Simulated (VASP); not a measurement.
# ZnS (F-43m) in VASP: single point with revPBE

Aim: the single point of ZnS with revPBE.

All numbers are computed with VASP 6.6.1; they aren't measurements. Logs are shortened: lines on timing, memory, paths and dates and some standing lists are left out, and cuts for length are marked.

## (1) The cell of the first run

The structure is cubic, space group F-43m (No. 216). Conventional cell: a = 5.443 Å, b = 5.443 Å, c = 5.443 Å, α = 90.00°, β = 90.00°, γ = 90.00°. Zn (site symmetry -43m) has 4 S at 2.36 Å within 3.1 Å. Within 3.1 Å of S (site symmetry -43m) lie 4 Zn at 2.36 Å.

## (2) Single point, revPBE

File INCAR:

```
  PREC = Accurate
  ENCUT = 500
  EDIFF = 1E-6
  ISMEAR = 0
  SIGMA = 0.02
  LREAL = F
  LASPH = T
  NELM = 120
  ALGO = Normal
  ISIF = 2
  LWAVE = F
  LCHARG = F
  GGA = RE
  NBANDS = 16
  GGA_COMPAT = F
```

File KPOINTS:

```
Automatic mesh
0
Gamma
  10 10 10
```

File POSCAR:

```
ZnS
1.0
    0.0000000000      2.7215639855      2.7215639855
    2.7215639855      0.0000000000      2.7215639855
    2.7215639855      2.7215639855      0.0000000000
Zn S
1 1
Direct
    0.0000000000      0.0000000000      0.0000000000
    0.7500000000      0.7500000000      0.7500000000
```

Potentials or basis: VASP PAW PBE potentials, release 64 (Zn, S).

Run with:

```console
> cat potpaw_PBE.64/Zn/POTCAR potpaw_PBE.64/S/POTCAR > POTCAR
> mpirun -np 1 vasp_std > vasp.out
```

OUTCAR:

```text
PREC = Accurate
   ENCUT = 500
   EDIFF = 1E-6
   ISMEAR = 0
   LREAL = F
   LASPH = T
   NELM = 120
   ISIF = 2
   GGA = RE

 ion  position               nearest neighbor table
   1  0.000  0.000  0.000-   2 2.36   2 2.36   2 2.36   2 2.36
   2  0.750  0.750  0.750-   1 2.36   1 2.36   1 2.36   1 2.36

  LATTYP: Found a face centered cubic cell.
 ALAT       =     5.4431279710

  Lattice vectors:

 A1 = (   0.0000000000,   2.7215639855,   2.7215639855)
 A2 = (   2.7215639855,   0.0000000000,   2.7215639855)
 A3 = (   2.7215639855,   2.7215639855,   0.0000000000)

Analysis of symmetry for initial positions (statically):
=====================================================================
 Subroutine PRICEL returns:
 Original cell was already a primitive cell.

 Routine SETGRP: Setting up the symmetry group for a
 face centered cubic supercell.

 Subroutine GETGRP returns: Found 24 space group operations
 (whereof 24 operations were pure point group operations)
 out of a pool of 48 trial point group operations.

The static configuration has the point symmetry T_d .

Analysis of symmetry for dynamics (positions and initial velocities):
=====================================================================
 Subroutine PRICEL returns:
 Original cell was already a primitive cell.

 Routine SETGRP: Setting up the symmetry group for a
 face centered cubic supercell.

 Subroutine GETGRP returns: Found 24 space group operations
 (whereof 24 operations were pure point group operations)
 out of a pool of 48 trial point group operations.

The dynamic configuration has the point symmetry T_d .

 Subroutine INISYM returns: Found 24 space group operations
 (whereof 24 operations are pure point group operations),
 and found     1 'primitive' translations

----------------------------------------------------------------------------------------

                                     Primitive cell

  volume of cell :      40.3168

  direct lattice vectors                    reciprocal lattice vectors
     0.000000000  2.721563986  2.721563986    -0.183717893  0.183717893  0.183717893
     2.721563986  0.000000000  2.721563986     0.183717893 -0.183717893  0.183717893
     2.721563986  2.721563986  0.000000000     0.183717893  0.183717893 -0.183717893

  length of vectors
     3.848872699  3.848872699  3.848872699     0.318208724  0.318208724  0.318208724

  position of ions in fractional coordinates (direct lattice)
     0.000000000  0.000000000  0.000000000
     0.750000000  0.750000000  0.750000000

  ion indices of the primitive-cell ions
   primitive index   ion index
                 1           1
                 2           2

----------------------------------------------------------------------------------------

 KPOINTS: Automatic mesh

Automatic generation of k-mesh.
 Grid dimensions read from file:
 generate k-points for:   10   10   10

 Generating k-lattice:

  Cartesian coordinates                     Fractional coordinates (reciprocal lattice)
    -0.018371789  0.018371789  0.018371789     0.100000000  0.000000000  0.000000000
     0.018371789 -0.018371789  0.018371789     0.000000000  0.100000000  0.000000000
     0.018371789  0.018371789 -0.018371789     0.000000000  0.000000000  0.100000000

  Length of vectors
     0.031820872  0.031820872  0.031820872

  Shift w.r.t. Gamma in fractional coordinates (k-lattice)
     0.000000000  0.000000000  0.000000000

 Subroutine IBZKPT returns following result:
 ===========================================

 Found     47 irreducible k-points:

 Following reciprocal coordinates:
            Coordinates               Weight
  0.000000  0.000000  0.000000      1.000000
  0.100000  0.000000  0.000000      8.000000
  0.200000  0.000000  0.000000      8.000000
  0.300000  0.000000  0.000000      8.000000
  0.400000  0.000000  0.000000      8.000000
  0.500000  0.000000  0.000000      4.000000
[... 16 lines left out ...]
  0.300000  0.300000  0.000000      6.000000
  0.400000  0.300000  0.000000     24.000000
 [... further k-points ...]
   k-points           NKPTS =     47   k-points in BZ     NKDIM =     47   number of bands    NBANDS=     16
   number of dos      NEDOS =    301   number of ions     NIONS =      2
   total plane-waves  NPLWV =  21952
   dimension x,y,z NGX =    28 NGY =   28 NGZ =   28
   dimension x,y,z NGXF=    56 NGYF=   56 NGZF=   56
   ions per type =               1   1
   NGX,Y,Z   is equivalent  to a cutoff of  12.09, 12.09, 12.09 a.u.
   NGXF,Y,Z  is equivalent  to a cutoff of  24.19, 24.19, 24.19 a.u.
 SYSTEM =  unknown system
   PREC   = accura    normal or accurate (medium, high low for compatibility)
   ISTART =      0    job   : 0-new  1-cont  2-samecut
   ICHARG =      2    charge: 1-file 2-atom 10-const
   ISPIN  =      1    spin polarized calculation?
   LNONCOLLINEAR =      F non collinear calculations
   LSORBIT =      F    spin-orbit coupling
   LASPH  =      T    aspherical Exc in radial PAW
   ENCUT  =  500.0 eV  36.75 Ry    6.06 a.u.   7.02  7.02  7.02*2*pi/ulx,y,z
   NELM   =    120;   NELMIN=  2; NELMDL= -5     # of ELM steps
   EDIFF  = 0.1E-05   stopping-criterion for ELM
   LREAL  =      F    real-space projection
   EDIFFG = 0.1E-04   stopping-criterion for IOM
   NSW    =      0    number of steps for IOM
   IBRION =     -1    ionic relax: 0-MD 1-quasi-New 2-CG
   NFREE  =      0    steps in history (QN), initial steepest desc. (CG)
   ISIF   =      2    stress and relaxation
   ISYM   =      2    0-nonsym 1-usesym 2-fastsym
   POTIM  = 0.5000    time-step for ionic-motion
   TEBEG  =    0.0;   TEEND  =   0.0 temperature during run
   PSTRESS=    0.0 pullay stress
   NELECT =      18.0000    total number of electrons
   NUPDOWN=      -1.0000    fix difference up-down
   EMIN   =  10.00;   EMAX   =-10.00  energy-range for DOS
   EFERMI =   0.00;   METHOD = LEGACY
   ISMEAR =     0;   SIGMA  =   0.02  broadening in eV -4-tet -1-fermi 0-gaus
   EFERMI_NEDOS =   21; number of points for ismear=-14 and -15
   IALGO  =     38    algorithm
   IMIX   =      4    mixing-type and parameters
     AMIX     =   0.40;   BMIX     =  1.00
     AMIX_MAG =   1.60;   BMIX_MAG =  1.00
  volume/ion in A,a.u.               =      20.16       136.04
  Fermi-wavevector in a.u.,A,eV,Ry     =   1.251230  2.364482 21.300959  1.565576
  Thomas-Fermi vector in A             =   2.385187
   LORBIT       =      0    0 simple, 1 ext, 2 COOP (PROOUT), +10 PAW based schemes
   GGA     = RE    functional components
   LHFCALC =     F    Hartree Fock is set to
   AEXX    =    0.0000 exact exchange contribution
   IVDW    =     0    specifies the selected vdW correction
   LEPSILON=     F    determine dielectric tensor
   LRPA    =     F    only Hartree local field effects (RPA)
 non-spin polarized calculation
 Gauss-broadening in eV      SIGMA  =   0.02
  energy-cutoff  :      500.00
  volume of cell :       40.32
 maximum number of plane-waves:      1034
   NGX = 13   NGY = 13   NGZ = 13

 number of electron      17.9999988 magnetization

 Free energy of the ion-electron system (eV)
  ---------------------------------------------------
  ext. energy  EPLUGINS =         0.00000000
  ---------------------------------------------------
  free energy    TOTEN  =        -6.27798143 eV

  energy without entropy =       -6.27798143  energy(sigma->0) =       -6.27798143

 E-fermi :   2.0994     XC(G=0):  -9.3639

 val. band max:        1.9911707401   @ k =   0.0000   0.0000   0.0000
 cond. band min:       4.1344541378   @ k =   0.0000   0.0000   0.0000
 fundamental gap:      2.1432833977
 Fermi energy:         2.0993960196

 k-point     1 :       0.0000    0.0000    0.0000
  band No.  band energies     occupation
      1     -10.9885      2.00000
      2      -4.2305      2.00000
      3      -4.2305      2.00000
      4      -4.2305      2.00000
      5      -3.7541      2.00000
      6      -3.7541      2.00000
[... 8 lines left out ...]
     15      13.7101      0.00000
     16      13.9405      0.00000

 k-point     2 :       0.1000    0.0000    0.0000
  band No.  band energies     occupation
      1     -10.9164      2.00000
      2      -4.2290      2.00000
      3      -4.2173      2.00000
      4      -4.2173      2.00000
      5      -3.7552      2.00000
      6      -3.7552      2.00000
[... 8 lines left out ...]
     15      13.2975      0.00000
     16      14.5153      0.00000

 k-point     3 :       0.2000    0.0000    0.0000
  band No.  band energies     occupation
      1     -10.7176      2.00000
      2      -4.2069      2.00000
      3      -4.1847      2.00000
      4      -4.1847      2.00000
      5      -3.7550      2.00000
      6      -3.7550      2.00000
[... 8 lines left out ...]
     15      12.9008      0.00000
     16      14.6217      0.00000

 k-point     4 :       0.3000    0.0000    0.0000
  band No.  band energies     occupation
      1     -10.4487      2.00000
      2      -4.1496      2.00000
      3      -4.1496      2.00000
      4      -4.1144      2.00000
      5      -3.7471      2.00000
      6      -3.7471      2.00000
[... 8 lines left out ...]
     15      13.2584      0.00000
     16      14.0680      0.00000

 k-point     5 :       0.4000    0.0000    0.0000
  band No.  band energies     occupation
      1     -10.2076      2.00000
      2      -4.1270      2.00000
      3      -4.1270      2.00000
      4      -3.8782      2.00000
      5      -3.7328      2.00000
      6      -3.7328      2.00000
[... 8 lines left out ...]
     15      14.3654      0.00000
     16      14.3654      0.00000

 k-point     6 :       0.5000    0.0000    0.0000
  band No.  band energies     occupation
      1     -10.1088      2.00000
      2      -4.1200      2.00000
      3      -4.1200      2.00000
      4      -3.7252      2.00000
      5      -3.7252      2.00000
      6      -3.5571      2.00000
[... 8 lines left out ...]
     15      15.3301      0.00000
     16      15.3301      0.00000

 k-point     7 :       0.1000    0.1000    0.0000
  band No.  band energies     occupation
      1     -10.8923      2.00000
      2      -4.2413      2.00000
      3      -4.2063      2.00000
      4      -4.2063      2.00000
      5      -3.7643      2.00000
      6      -3.7473      2.00000
[... 8 lines left out ...]
     15      13.8377      0.00000
     16      14.7808      0.00000

 k-point     8 :       0.2000    0.1000    0.0000
  band No.  band energies     occupation
      1     -10.7355      2.00000
      2      -4.2381      2.00000
      3      -4.1743      2.00000
      4      -4.1735      2.00000
      5      -3.7717      2.00000
      6      -3.7411      2.00000
[... 8 lines left out ...]
     15      13.7225      0.00000
     16      15.5170      0.00000

 k-point     9 :       0.3000    0.1000    0.0000
  band No.  band energies     occupation
      1     -10.4886      2.00000
      2      -4.1925      2.00000
      3      -4.1355      2.00000
      4      -4.1227      2.00000
      5      -3.7674      2.00000
      6      -3.7329      2.00000
[... 8 lines left out ...]
     15      13.9083      0.00000
     16      15.0218      0.00000
[... 172 lines left out ...]
 k-point    19 :       0.5000    0.2000    0.0000
  band No.  band energies     occupation
      1     -10.0162      2.00000
      2      -4.1282      2.00000
      3      -4.0475      2.00000
      4      -3.8670      2.00000
      5      -3.7175      2.00000
      6      -3.5970      2.00000
[... 8 lines left out ...]
     15      15.3954      0.00000
     16      16.5022      0.00000

 k-point    20 :      -0.4000    0.2000    0.0000
  band No.  band energies     occupation
      1      -9.9936      2.00000
      2      -4.1134      2.00000
      3      -4.0565      2.00000
      4      -3.7943      2.00000
      5      -3.7386      2.00000
      6      -3.5468      2.00000
[... 8 lines left out ...]
     15      13.9947      0.00000
     16      16.4369      0.00000

 k-point    21 :      -0.3000    0.2000    0.0000
  band No.  band energies     occupation
      1     -10.1305      2.00000
      2      -4.1112      2.00000
      3      -4.0847      2.00000
      4      -3.9264      2.00000
      5      -3.7629      2.00000
      6      -3.6930      2.00000
[... 8 lines left out ...]
     15      15.1834      0.00000
     16      16.3622      0.00000

 k-point    22 :      -0.2000    0.2000    0.0000
  band No.  band energies     occupation
      1     -10.3575      2.00000
      2      -4.1284      2.00000
      3      -4.1268      2.00000
      4      -4.1012      2.00000
      5      -3.7737      2.00000
      6      -3.7180      2.00000
[... 8 lines left out ...]
     15      14.8307      0.00000
     16      16.5701      0.00000

 k-point    23 :       0.3000    0.3000    0.0000
  band No.  band energies     occupation
      1     -10.2677      2.00000
      2      -4.2635      2.00000
      3      -4.0383      2.00000
      4      -4.0383      2.00000
      5      -3.7801      2.00000
      6      -3.7074      2.00000
[... 8 lines left out ...]
     15      14.7648      0.00000
     16      18.6361      0.00000

 k-point    24 :       0.4000    0.3000    0.0000
  band No.  band energies     occupation
      1     -10.0772      2.00000
      2      -4.2283      2.00000
      3      -3.9955      2.00000
      4      -3.9853      2.00000
      5      -3.7263      2.00000
      6      -3.7001      2.00000
[... 8 lines left out ...]
     15      15.2906      0.00000
     16      17.7583      0.00000

 [... further k-points ...]
[... 5 lines left out ...]
  --------------------------------------------------------------------------------------
  -------------------------------------------------------------------------------------
  Total        0.4941537      0.4941537      0.4941537     -0.0000000     -0.0000000      0.0000000
  in kB       19.6375341     19.6375341     19.6375341     -0.0000000     -0.0000000      0.0000000
  external PRESSURE =      19.6375341 kB  Pullay stress =       0.0000000 kB

 VOLUME and BASIS-vectors are now :
 -----------------------------------------------------------------------------
  energy-cutoff  :      500.00
  volume of cell :       40.32
      direct lattice vectors                 reciprocal lattice vectors
     0.000000000  2.721563986  2.721563986    -0.183717893  0.183717893  0.183717893
     2.721563986  0.000000000  2.721563986     0.183717893 -0.183717893  0.183717893
     2.721563986  2.721563986  0.000000000     0.183717893  0.183717893 -0.183717893

 POSITION                                       TOTAL-FORCE (eV/Angst)
 -----------------------------------------------------------------------------------
      0.00000      0.00000      0.00000         0.000000      0.000000      0.000000
      4.08235      4.08235      4.08235        -0.000000     -0.000000     -0.000000
 -----------------------------------------------------------------------------------
    total drift:                               -0.000000     -0.000000     -0.000000

  FREE ENERGIE OF THE ION-ELECTRON SYSTEM (eV)
  ---------------------------------------------------
  free  energy   TOTEN  =        -6.2779814277 eV

  energy  without entropy=       -6.2779814277  energy(sigma->0) =       -6.27798143
```

Run time: 29 s. Hardware: 1 thread of AMD EPYC 7R43 (Zen 3), shared host; peak memory 0.13 GiB.

What came out:

```
Free energy            : -6.2780 eV
Pressure               : 2.0 GPa
Band gap on the k mesh : 2.14 eV
```

Caveat: the PAW data sets were made with another functional, which shifts forces and pressure a little.
